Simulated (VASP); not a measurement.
Li: single point with r2SCAN+D3(BJ)

Crystal: Li.

```xyz
16
Lattice="6.9800 0.0000 0.0000 0.0000 6.9800 0.0000 0.0000 0.0000 6.9800" Properties=species:S:1:pos:R:3 pbc="T T T"
Li    0.0495   -0.3410    0.0637
Li    3.5134    0.3893   -0.2515
Li    0.2287    3.6157   -0.1187
Li   -0.2127   -0.0498    3.6236
Li    1.5880    1.7516    1.7356
Li    3.5560    3.4960   -0.0930
Li    3.0531   -0.0300    3.3364
Li    5.3783    1.6404    1.7513
Li    0.0272    3.5368    3.4931
Li    1.6917    5.2608    1.5430
Li    1.7978    1.9281    5.3249
Li    3.4113    3.7469    3.7109
Li    5.0727    5.1409    1.5968
Li    5.3710    1.8888    5.3846
Li    1.8410    5.0687    5.4689
Li    5.0857    5.4012    5.2549
```

```json
{
 "Program": "VASP 6.6.1",
 "Task": "single point",
 "Functional": "r2SCAN",
 "Dispersion": "D3(BJ)",
 "Potentials or basis": "VASP PAW PBE potentials, release 64 (Li_sv)",
 "Cutoff": "520 eV",
 "k mesh": "2 × 2 × 2",
 "Occupations": "fermi-dirac, width 0.16 eV",
 "Spin": "no spin polarisation",
 "Dipole correction": "no",
 "Further INCAR settings": "LREAL = Auto; ALGO = Normal; EDIFF = 1e-07; NBANDS = 38"
}
```

| Property | Result |
| --- | --- |
| Largest force | 0.596 eV/Å |
| Band gap on the k mesh | zero (band 24 reaches 0.79 eV, above the bottom of band 25 at -0.05 eV) |
| Dispersion energy per atom | -0.076 eV |

Forces on the atoms (eV/Å):
```
Li  -0.119  0.498 -0.191
Li  -0.097 -0.432  0.272
Li  -0.492 -0.279  0.189
Li   0.289 -0.106  0.016
Li   0.072  0.182 -0.161
Li   0.010 -0.009  0.252
Li   0.337  0.032  0.190
Li  -0.160  0.113 -0.035
Li  -0.009  0.208  0.028
Li   0.272 -0.089  0.258
Li  -0.296 -0.259 -0.196
Li   0.046 -0.388 -0.298
Li   0.039  0.097  0.051
Li   0.097  0.055 -0.166
Li  -0.002  0.472 -0.312
Li   0.015 -0.097  0.101
```

Levels at points of the mesh, in eV from the Fermi level:
| k point | band 19 | band 20 | band 21 | band 22 | band 23 | band 24 | band 25 | band 26 | band 27 | band 28 |
| --- | --- | --- | --- | --- | --- | --- | --- | --- | --- | --- |
| (0.00, 0.00, 0.00) | -1.10 | -1.08 | -1.05 | -1.03 | -0.95 | 0.44 | 0.46 | 0.47 | 0.50 | 0.50 |
| (0.50, 0.00, 0.00) | -0.66 | -0.61 | -0.57 | -0.48 | -0.46 | -0.42 | -0.40 | -0.36 | 1.16 | 1.23 |
| (0.00, 0.50, 0.00) | -0.65 | -0.61 | -0.55 | -0.52 | -0.51 | -0.42 | -0.37 | -0.31 | 1.18 | 1.20 |
| (0.00, 0.00, 0.50) | -0.68 | -0.61 | -0.58 | -0.55 | -0.42 | -0.40 | -0.39 | -0.31 | 1.11 | 1.14 |
| (0.50, 0.50, 0.00) | -2.35 | -2.31 | -0.10 | -0.03 | 0.05 | 0.09 | 0.16 | 0.21 | 0.30 | 0.42 |
| (0.00, 0.50, 0.50) | -2.32 | -2.28 | -0.12 | -0.01 | 0.05 | 0.10 | 0.16 | 0.18 | 0.28 | 0.45 |
| (0.50, 0.00, 0.50) | -2.34 | -2.27 | -0.11 | -0.06 | 0.07 | 0.14 | 0.15 | 0.23 | 0.29 | 0.38 |
| (0.50, 0.50, 0.50) | -1.77 | -1.73 | -1.72 | -1.67 | -1.65 | -1.58 | 2.20 | 2.41 | 2.54 | 2.63 |

Run time: 18 min on 1 thread of AMD EPYC 9R45 96-Core Processor (Zen 5) (shared host), peak memory 0.41 GiB.

Caveat: the k points lie up to 0.45 Å⁻¹ apart; the PAW data sets were made with another functional, which shifts forces and pressure a little.
